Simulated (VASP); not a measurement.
The system is Al7C.

```
Al C
1.0
     0.00000    3.85981    3.85981
     3.85981    0.00000    3.85981
     3.85981    3.85981    0.00000
Al C
7 1
Direct
  0.50000 0.50000 0.50000
  0.50000 0.00000 0.00000
  0.50000 0.00000 0.50000
  0.00000 0.50000 0.50000
  0.00000 0.50000 0.00000
  0.50000 0.50000 0.00000
  0.00000 0.00000 0.50000
  0.00000 0.00000 0.00000
```

```yaml
Program: VASP 6.6.1
Task: relaxation of cell and atoms
Functional: PBE
Potentials_or_basis: VASP PAW PBE potentials, release 64 (Al, C)
Cutoff: 600 eV
k_mesh: 4 × 4 × 4
Occupations: gaussian, width 0.1 eV
Spin: no spin polarisation
```

At the start: pressure 5.5 GPa; volume 14.38 Å³/atom.

How do energy, volume and symmetry change on relaxing?

Over 3 steps the energy falls by 13.3 meV/atom and the volume is 15.20 Å³/atom (+5.7 %); space group Fm-3m (No. 225, to 0.05 Å).

The path:
```tsv
step	energy change (eV)	largest force (eV/Å)	pressure (GPa)	volume (Å³)
1	0.0000	0.0000	5.47	115.01
2	-0.0997	0.0000	-1.24	123.37
3	-0.1067	0.0000	0.01	121.56
```

Final structure:
```yaml
crystal:
  lattice:
    - [0.00000, 3.93178, 3.93178]
    - [3.93178, 0.00000, 3.93178]
    - [3.93178, 3.93178, 0.00000]
  atoms:
    - { symbol: Al, position: [0.50000, 0.50000, 0.50000] }
    - { symbol: Al, position: [0.50000, 0.00000, 0.00000] }
    - { symbol: Al, position: [0.50000, 0.00000, 0.50000] }
    - { symbol: Al, position: [0.00000, 0.50000, 0.50000] }
    - { symbol: Al, position: [0.00000, 0.50000, 0.00000] }
    - { symbol: Al, position: [0.50000, 0.50000, 0.00000] }
    - { symbol: Al, position: [0.00000, 0.00000, 0.50000] }
    - { symbol: C, position: [0.00000, 0.00000, 0.00000] }
```
